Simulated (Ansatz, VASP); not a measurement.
# One calculation of LaSi2Ir2, two programs

```
CELL_PARAMETERS angstrom
-2.03792 2.03792 5.09977
2.03792 -2.03792 5.09977
2.03792 2.03792 -5.09977
ATOMIC_POSITIONS crystal
La 0.00000 0.00000 0.00000
Si 0.37306 0.37306 0.00000
Si 0.62694 0.62694 0.00000
Ir 0.75000 0.25000 0.50000
Ir 0.25000 0.75000 0.50000
```

Alike in both runs: functional LDA; k mesh 12 × 12 × 12; occupations gaussian, width 0.1 eV; no spin polarisation.

Ansatz relaxed the structure, and its values are those at the end. VASP's run is a single point on that final structure, the one shown.

|  | VASP | Ansatz |
| --- | --- | --- |
| version | VASP 6.6.1 | Ansatz 0.2.0 |
| potentials or method | VASP PAW LDA potentials, release 64 (La, Si, Ir), cutoff 500 eV | scalar-relativistic, plane waves, PAW |
| valence electrons in the cell | 37 | 53 |

Ansatz gave:

- gap on the k mesh at the Fermi level (eV): none
- pressure (GPa): 0.0
- rms of the force components (eV/Å): 0.000

Which values does VASP return?

gap on the k mesh at the Fermi level (eV): none; pressure (GPa): 0.8; rms of the force components (eV/Å): 0.039.

LDA's correlation is that of Perdew and Zunger in VASP and of Perdew and Wang (1992) in Ansatz. A gap of «none» marks a metal or a gap that the smearing closes. VASP's potentials hold 37 valence electrons a cell and Ansatz's 53, so a difference there can come from the potentials and not from the codes.

Spin-orbit coupling is off throughout.
